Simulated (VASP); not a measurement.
Here is a VASP 6.6.1 calculation.

INCAR

```
ALGO = Normal
EDIFF = 1E-6
ENCUT = 520
GGA = PS
ISIF = 2
ISMEAR = 0
IVDW = 12
LASPH = True
LCHARG = False
LREAL = False
LWAVE = False
NBANDS = 30
NELM = 80
PREC = Accurate
SIGMA = 0.15
```

The input KPOINTS:

```
k-points
0
Gamma
  12 12 12
```

Contents of POSCAR:

```
Ga3Se
1.0
    4.2249181734      0.0000000000      0.0000000000
    0.0000000000      4.2249181734      0.0000000000
    0.0000000000      0.0000000000      4.2249181734
Ga Se
3 1
Direct
    0.0000000000      0.5000000000      0.5000000000
    0.5000000000      0.0000000000      0.5000000000
    0.5000000000      0.5000000000      0.0000000000
   -0.0236690975      0.0000000000      0.0000000000
```

Potentials or basis: VASP PAW PBE potentials, release 64 (Ga_d, Se).

The run is started by

```console
$ cat potpaw_PBE.64/Ga_d/POTCAR potpaw_PBE.64/Se/POTCAR > POTCAR
$ mpirun -np 1 vasp_std > vasp.out
```

Question: Estimate the band gap on the k mesh.

Answer: Zero (an odd number of electrons rules out a gap without spin polarisation).

Question: Estimate the largest force.

Answer: 0.130 eV/Å.

Question: Estimate the pressure.

Answer: 0.3 GPa.

Forces in eV/Å, atoms in the order of the input:
```
Ga   0.130  0.000  0.000
Ga  -0.120  0.000  0.000
Ga  -0.120  0.000  0.000
Se   0.110  0.000  0.000
```

Caveat: the cell differs from its parent crystal (all Se atoms moved -0.100 Å, as atom 4 along Cartesian [1 0 0]); the PAW data sets were made with another functional, which shifts forces and pressure a little.
